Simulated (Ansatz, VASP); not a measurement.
**Sn: VASP beside Ansatz**

```
Sn
1.0
    -2.00012    2.00012    1.70010
     2.00012   -2.00012    1.70010
     2.00012    2.00012   -1.70010
Sn
1
Direct
  0.00000 0.00000 0.00000
```

Alike in both runs: task single point; functional r2SCAN; k mesh 20 × 20 × 20; occupations gaussian, width 0.15 eV; no spin polarisation.

|  | VASP | Ansatz |
| --- | --- | --- |
| version | VASP 6.6.1 | Ansatz 0.2.0 |
| potentials or method | VASP PAW PBE potentials, release 64 (Sn_d), cutoff 520 eV | scalar-relativistic, plane waves, PAW |
| valence electrons in the cell | 14 | 14 |

|  | VASP | Ansatz | Ansatz less VASP |
| --- | --- | --- | --- |
| gap on the k mesh at the Fermi level (eV) | none | none | - |
| pressure (GPa) | -0.2 | -0.2 | 0.00 |
| traceless stress, the component that is largest in VASP (GPa) | -0.08 | -0.09 | -0.009 |

VASP's potentials were made for PBE, not for r2SCAN. A gap of «none» marks a metal or a gap that the smearing closes.
